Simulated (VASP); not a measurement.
# HfSi (Pnma) in VASP: relaxation of cell and atoms with r2SCAN

Aim: the relaxation of cell and atoms of HfSi with r2SCAN.

Program: VASP 6.6.1. These are calculated values, not measurements. Logs are shortened: lines on timing, memory, paths and dates and some standing lists are left out, and cuts for length are marked.

**1. The cell of the first run**

Symmetry: Pnma, No. 62, orthorhombic system. The conventional cell has a = 6.889 Å, b = 3.772 Å, c = 5.223 Å, α = 90.00°, β = 90.00°, γ = 90.00°. Within 3.8 Å of Hf (site symmetry m) lie 7 Si at 2.71 to 2.82 Å and 10 Hf at 3.35 to 3.77 Å. Si (site symmetry m) has 2 Si at 2.39 Å and 7 Hf at 2.71 to 2.82 Å within 3.2 Å.

**2. Relaxation of cell and atoms, r2SCAN**

File POSCAR:

```
HfSi
1.0
    6.8890000000      0.0000000000      0.0000000000
    0.0000000000      3.7720000000      0.0000000000
    0.0000000000      0.0000000000      5.2230000000
Hf Si
4 4
Direct
    0.1780000000      0.2500000000      0.1240000000
    0.3220000000      0.7500000000      0.6240000000
    0.6780000000      0.2500000000      0.3760000000
    0.8220000000      0.7500000000      0.8760000000
    0.0400000000      0.2500000000      0.6300000000
    0.4600000000      0.7500000000      0.1300000000
    0.5400000000      0.2500000000      0.8700000000
    0.9600000000      0.7500000000      0.3700000000
```

File INCAR.step1:

```
SYSTEM = HfSi
PREC     = Accurate       ! precision mode
ENCUT    = 600            ! plane-wave cutoff, eV
ISMEAR   = 0              ! smearing method
SIGMA    = 0.1            ! smearing width, eV
LREAL    = .False.        ! projectors in reciprocal space
LASPH    = .True.         ! aspherical terms in the spheres
NELM     = 100            ! most SCF steps
GGA      = PE             ! functional
ALGO     = Normal         ! electronic algorithm
EDIFF    = 1E-4           ! SCF threshold, eV
LWAVE    = .True.         ! write WAVECAR
LCHARG   = .False.        ! write CHGCAR
```

File INCAR.step2:

```
SYSTEM = HfSi
PREC     = Accurate       ! precision mode
ENCUT    = 600            ! plane-wave cutoff, eV
EDIFF    = 1E-6           ! SCF threshold, eV
ISMEAR   = 0              ! smearing method
SIGMA    = 0.1            ! smearing width, eV
LREAL    = .False.        ! projectors in reciprocal space
LASPH    = .True.         ! aspherical terms in the spheres
NELM     = 100            ! most SCF steps
ALGO     = Normal         ! electronic algorithm
ISIF     = 3              ! what is computed and relaxed
LWAVE    = .False.        ! write WAVECAR
LCHARG   = .False.        ! write CHGCAR
METAGGA  = R2SCAN         ! meta-GGA
LMIXTAU  = .True.       
IBRION   = 2              ! ionic algorithm
NSW      = 90             ! ionic steps
EDIFFG   = -0.04          ! ionic threshold
ISTART   = 1
```

File KPOINTS:

```
regular mesh
0
Gamma
  4 4 4
  0 0 0
```

Potentials or basis: VASP PAW PBE potentials, release 64 (Hf_pv, Si).

The run is started by

```console
cat potpaw_PBE.64/Hf_pv/POTCAR potpaw_PBE.64/Si/POTCAR > POTCAR
cp INCAR.step1 INCAR
mpirun -np 1 vasp_std > vasp.out
cp INCAR.step2 INCAR
mpirun -np 1 vasp_std > vasp.out
```

OUTCAR:

```text
SYSTEM = HfSi
   PREC = Accurate
   ENCUT = 600
   EDIFF = 1E-6
   ISMEAR = 0
   LREAL = .False.
   LASPH = .True.
   NELM = 100
   ISIF = 3
   METAGGA = R2SCAN
   IBRION = 2
   NSW = 90
   EDIFFG = -0.04
   ISTART = 1

 ion  position               nearest neighbor table
   1  0.178  0.250  0.124-   6 2.71   6 2.71   8 2.73   8 2.73   5 2.75   5 2.81   7 2.82   4 3.35
                             4 3.35   2 3.37   2 3.37   2 3.37   2 3.37   3 3.69   3 3.69
   2  0.322  0.750  0.624-   5 2.71   5 2.71   7 2.73   7 2.73   6 2.75   6 2.81   8 2.82   3 3.35
                             3 3.35   1 3.37   1 3.37   1 3.37   1 3.37   4 3.69   4 3.69
   3  0.678  0.250  0.376-   8 2.71   8 2.71   6 2.73   6 2.73   7 2.75   7 2.81   5 2.82   2 3.35
                             2 3.35   4 3.37   4 3.37   4 3.37   4 3.37   1 3.69   1 3.69
   4  0.822  0.750  0.876-   7 2.71   7 2.71   5 2.73   5 2.73   8 2.75   8 2.81   6 2.82   1 3.35
                             1 3.35   3 3.37   3 3.37   3 3.37   3 3.37   2 3.69   2 3.69
   5  0.040  0.250  0.630-   8 2.39   8 2.39   2 2.71   2 2.71   4 2.73   4 2.73   1 2.75   1 2.81
                             3 2.82
   6  0.460  0.750  0.130-   7 2.39   7 2.39   1 2.71   1 2.71   3 2.73   3 2.73   2 2.75   2 2.81
                             4 2.82
   7  0.540  0.250  0.870-   6 2.39   6 2.39   4 2.71   4 2.71   2 2.73   2 2.73   3 2.75   3 2.81
                             1 2.82
   8  0.960  0.750  0.370-   5 2.39   5 2.39   3 2.71   3 2.71   1 2.73   1 2.73   4 2.75   4 2.81
                             2 2.82

  LATTYP: Found a simple orthorhombic cell.
 ALAT       =     3.7720000000
 B/A-ratio  =     1.3846765642
 C/A-ratio  =     1.8263520679

  Lattice vectors:

 A1 = (   0.0000000000,   3.7720000000,   0.0000000000)
 A2 = (   0.0000000000,   0.0000000000,   5.2230000000)
 A3 = (   6.8890000000,   0.0000000000,   0.0000000000)

Analysis of symmetry for initial positions (statically):
=====================================================================
 Subroutine PRICEL returns:
 Original cell was already a primitive cell.

 Routine SETGRP: Setting up the symmetry group for a
 simple orthorhombic supercell.

 Subroutine GETGRP returns: Found  8 space group operations
 (whereof  2 operations were pure point group operations)
 out of a pool of  8 trial point group operations.

The static configuration has the point symmetry S_2 .
 The point group associated with its full space group is D_2h.

Analysis of symmetry for dynamics (positions and initial velocities):
=====================================================================
 Subroutine PRICEL returns:
 Original cell was already a primitive cell.

 Routine SETGRP: Setting up the symmetry group for a
 simple orthorhombic supercell.

 Subroutine GETGRP returns: Found  8 space group operations
 (whereof  2 operations were pure point group operations)
 out of a pool of  8 trial point group operations.

The dynamic configuration has the point symmetry S_2 .
 The point group associated with its full space group is D_2h.

 Subroutine INISYM returns: Found  8 space group operations
 (whereof  2 operations are pure point group operations),
 and found     1 'primitive' translations

----------------------------------------------------------------------------------------

                                     Primitive cell

  volume of cell :     135.7213

  direct lattice vectors                    reciprocal lattice vectors
     6.889000000  0.000000000  0.000000000     0.145158949  0.000000000  0.000000000
     0.000000000  3.772000000  0.000000000     0.000000000  0.265111347  0.000000000
     0.000000000  0.000000000  5.223000000     0.000000000  0.000000000  0.191460846

  length of vectors
     6.889000000  3.772000000  5.223000000     0.145158949  0.265111347  0.191460846

  position of ions in fractional coordinates (direct lattice)
     0.178000000  0.250000000  0.124000000
     0.322000000  0.750000000  0.624000000
     0.678000000  0.250000000  0.376000000
     0.822000000  0.750000000  0.876000000
     0.040000000  0.250000000  0.630000000
     0.460000000  0.750000000  0.130000000
     0.540000000  0.250000000  0.870000000
     0.960000000  0.750000000  0.370000000

  ion indices of the primitive-cell ions
   primitive index   ion index
                 1           1
                 2           2
                 3           3
                 4           4
                 5           5
                 6           6
                 7           7
                 8           8

----------------------------------------------------------------------------------------

 KPOINTS: regular mesh

Automatic generation of k-mesh.
 Grid dimensions read from file:
 generate k-points for:    4    4    4

 Generating k-lattice:

  Cartesian coordinates                     Fractional coordinates (reciprocal lattice)
     0.036289737  0.000000000  0.000000000     0.250000000  0.000000000  0.000000000
     0.000000000  0.066277837  0.000000000     0.000000000  0.250000000  0.000000000
     0.000000000  0.000000000  0.047865212     0.000000000  0.000000000  0.250000000

  Length of vectors
     0.036289737  0.066277837  0.047865212

  Shift w.r.t. Gamma in fractional coordinates (k-lattice)
     0.000000000  0.000000000  0.000000000

 Subroutine IBZKPT returns following result:
 ===========================================

 Found     27 irreducible k-points:

 Following reciprocal coordinates:
            Coordinates               Weight
  0.000000  0.000000  0.000000      1.000000
  0.250000  0.000000  0.000000      2.000000
  0.500000  0.000000  0.000000      1.000000
  0.000000  0.250000  0.000000      2.000000
  0.250000  0.250000  0.000000      4.000000
  0.500000  0.250000  0.000000      2.000000
[... 16 lines left out ...]
  0.250000  0.250000  0.500000      4.000000
  0.500000  0.250000  0.500000      2.000000
 [... further k-points ...]
   k-points           NKPTS =     27   k-points in BZ     NKDIM =     27   number of bands    NBANDS=     33
   number of dos      NEDOS =    301   number of ions     NIONS =      8
   total plane-waves  NPLWV =  70560
   dimension x,y,z NGX =    56 NGY =   30 NGZ =   42
   dimension x,y,z NGXF=   112 NGYF=   60 NGZF=   84
   ions per type =               4   4
   NGX,Y,Z   is equivalent  to a cutoff of  13.51, 13.22, 13.37 a.u.
   NGXF,Y,Z  is equivalent  to a cutoff of  27.03, 26.44, 26.74 a.u.
 SYSTEM =  HfSi
   PREC   = accura    normal or accurate (medium, high low for compatibility)
   ISTART =      1    job   : 0-new  1-cont  2-samecut
   ICHARG =      0    charge: 1-file 2-atom 10-const
   ISPIN  =      1    spin polarized calculation?
   LNONCOLLINEAR =      F non collinear calculations
   LSORBIT =      F    spin-orbit coupling
   LASPH  =      T    aspherical Exc in radial PAW
   ENCUT  =  600.0 eV  44.10 Ry    6.64 a.u.  13.76  7.53 10.43*2*pi/ulx,y,z
   NELM   =    100;   NELMIN=  2; NELMDL=  0     # of ELM steps
   EDIFF  = 0.1E-05   stopping-criterion for ELM
   LREAL  =      F    real-space projection
   EDIFFG = -.4E-01   stopping-criterion for IOM
   NSW    =     90    number of steps for IOM
   IBRION =      2    ionic relax: 0-MD 1-quasi-New 2-CG
   NFREE  =      1    steps in history (QN), initial steepest desc. (CG)
   ISIF   =      3    stress and relaxation
   ISYM   =      2    0-nonsym 1-usesym 2-fastsym
   POTIM  = 0.5000    time-step for ionic-motion
   TEBEG  =    0.0;   TEEND  =   0.0 temperature during run
   PSTRESS=    0.0 pullay stress
   NELECT =      56.0000    total number of electrons
   NUPDOWN=      -1.0000    fix difference up-down
   EMIN   =  10.00;   EMAX   =-10.00  energy-range for DOS
   EFERMI =   0.00;   METHOD = LEGACY
   ISMEAR =     0;   SIGMA  =   0.10  broadening in eV -4-tet -1-fermi 0-gaus
   EFERMI_NEDOS =   21; number of points for ismear=-14 and -15
   IALGO  =     38    algorithm
   IMIX   =      4    mixing-type and parameters
     AMIX     =   0.40;   BMIX     =  1.00
     AMIX_MAG =   1.60;   BMIX_MAG =  1.00
  volume/ion in A,a.u.               =      16.97       114.49
  Fermi-wavevector in a.u.,A,eV,Ry     =   1.218769  2.303140 20.210078  1.485399
  Thomas-Fermi vector in A             =   2.354044
   LORBIT       =      0    0 simple, 1 ext, 2 COOP (PROOUT), +10 PAW based schemes
   METAGGA = R2SCAN    functional components
   LHFCALC =     F    Hartree Fock is set to
   AEXX    =    0.0000 exact exchange contribution
   IVDW    =     0    specifies the selected vdW correction
   LEPSILON=     F    determine dielectric tensor
   LRPA    =     F    only Hartree local field effects (RPA)
 conjugate gradient relaxation of ions
 non-spin polarized calculation
 Gauss-broadening in eV      SIGMA  =   0.10
  energy-cutoff  :      600.00
  volume of cell :      135.72
 maximum number of plane-waves:      4565
 NGX is ok and might be reduce to    56
   NGX = 27   NGY = 15   NGZ = 21

--------------------------------------- Ionic step        1  -------------------------------------------

 number of electron      56.0000003 magnetization

 Free energy of the ion-electron system (eV)
  ---------------------------------------------------
  ext. energy  EPLUGINS =         0.00000000
  ---------------------------------------------------
  free energy    TOTEN  =      -222.54209132 eV

  energy without entropy =     -222.53330614  energy(sigma->0) =     -222.53769873

------------------------ aborting loop because EDIFF is reached ----------------------------------------

  FORCE on cell =-STRESS in cart. coord.  units (eV):
  Direction    XX          YY          ZZ          XY          YZ          ZX
  --------------------------------------------------------------------------------------
  -------------------------------------------------------------------------------------
  Total       -0.9855619      0.3197802     -0.8229238      0.0000000      0.0000000      0.0000000
  in kB      -11.6344696      3.7749765     -9.7145412      0.0000000      0.0000000      0.0000000
  external PRESSURE =      -5.8580115 kB  Pullay stress =       0.0000000 kB
[... 237 lines left out ...]
  energy  without entropy=     -222.6380751804  energy(sigma->0) =     -222.64229853

--------------------------------------- Ionic step        7  -------------------------------------------

 number of electron      55.9999999 magnetization

 Free energy of the ion-electron system (eV)
  ---------------------------------------------------
  ext. energy  EPLUGINS =         0.00000000
  ---------------------------------------------------
  free energy    TOTEN  =      -222.64655023 eV

  energy without entropy =     -222.63808144  energy(sigma->0) =     -222.64231584

 E-fermi :   7.5399     XC(G=0): -12.4318

 val. band max:        7.4912376318   @ k =   0.2500   0.0000   0.0000
 cond. band min:       7.5500954793   @ k =   0.0000   0.5000   0.5000
 fundamental gap:      0.0588578475
 Fermi energy:         7.5399424607

 k-point     1 :       0.0000    0.0000    0.0000
  band No.  band energies     occupation
      1     -24.3161      2.00000
      2     -24.3127      2.00000
      3     -24.2671      2.00000
      4     -24.1988      2.00000
      5     -24.1858      2.00000
      6     -24.1631      2.00000
[... 853 lines left out ...]
     32       8.7721      0.00000
     33      10.0441      0.00000

 [... further k-points ...]

------------------------ aborting loop because EDIFF is reached ----------------------------------------

  FORCE on cell =-STRESS in cart. coord.  units (eV):
  Direction    XX          YY          ZZ          XY          YZ          ZX
  --------------------------------------------------------------------------------------
  -------------------------------------------------------------------------------------
  Total        0.1640216      0.2737453     -0.1836673      0.0000000      0.0000000      0.0000000
  in kB        1.9466300      3.2488440     -2.1797874      0.0000000      0.0000000      0.0000000
  external PRESSURE =       1.0052288 kB  Pullay stress =       0.0000000 kB
[... 23 lines left out ...]
  FREE ENERGIE OF THE ION-ELECTRON SYSTEM (eV)
  ---------------------------------------------------
  free  energy   TOTEN  =      -222.6465502300 eV

  energy  without entropy=     -222.6380814448  energy(sigma->0) =     -222.64231584

 reached required accuracy - stopping structural energy minimisation
```

Run time: 48 min. Hardware: 1 thread of Oxide Virtual Turin-like, shared host; peak memory 0.32 GiB.

What came out:

| Item | Value |
| --- | --- |
| Free energy | -222.6466 eV |
| Relaxed volume | 16.87 Å³/atom |
| Relaxed cell | a = 6.854 Å, b = 3.771 Å, c = 5.224 Å, α = 90.00°, β = 90.00°, γ = 90.00° |
| Space group after relaxing (to 0.1 Å) | Pnma (No. 62) |
| Energy gained by relaxing | 13.1 meV/atom |
| Ionic steps | 7 |
| Pressure after relaxing | 0.1 GPa |
| Largest force after relaxing | 0.025 eV/Å |
| Band gap on the k mesh | zero (bands 28 and 29 overlap by 0.11 eV) |

Forces in eV/Å, atoms in the order of the input:
```
Hf   0.006  0.000  0.022
Hf  -0.006  0.000  0.022
Hf   0.006  0.000 -0.022
Hf  -0.006  0.000 -0.022
Si   0.024  0.000 -0.006
Si  -0.024  0.000 -0.006
Si   0.024  0.000  0.006
Si  -0.024  0.000  0.006
```

Stress tensor (GPa, compression positive):
```
 0.19  0.00  0.00
 0.00  0.32  0.00
 0.00  0.00 -0.22
```

Step by step:
```csv
step,energy change (eV),largest force (eV/Å),pressure (GPa),volume (Å³)
1,0.0000,0.8691,-0.59,135.72
2,-0.0955,0.1396,0.73,134.50
3,-0.0957,0.1480,0.80,134.45
4,-0.1006,0.0612,-1.05,135.95
5,-0.1026,0.0910,-0.42,135.43
6,-0.1044,0.0218,0.16,134.94
7,-0.1045,0.0252,0.10,135.00
```

Final structure:
```yaml
crystal:
  lattice:
    - [6.85361, 0.00000, 0.00000]
    - [0.00000, 3.77062, 0.00000]
    - [0.00000, 0.00000, 5.22392]
  atoms:
    - { symbol: Hf, position: [0.17518, 0.25000, 0.12529] }
    - { symbol: Hf, position: [0.32482, 0.75000, 0.62529] }
    - { symbol: Hf, position: [0.67518, 0.25000, 0.37471] }
    - { symbol: Hf, position: [0.82482, 0.75000, 0.87471] }
    - { symbol: Si, position: [0.04277, 0.25000, 0.63918] }
    - { symbol: Si, position: [0.45723, 0.75000, 0.13918] }
    - { symbol: Si, position: [0.54277, 0.25000, 0.86082] }
    - { symbol: Si, position: [0.95723, 0.75000, 0.36082] }
```

Caveat: the k points lie up to 0.42 Å⁻¹ apart in the final cell; the PAW data sets were made with another functional, which shifts forces and pressure a little; spin-orbit coupling is left out, which moves the levels of the heavy elements.

The gap in the log of VASP goes by the Fermi energy; the results here count the filled bands.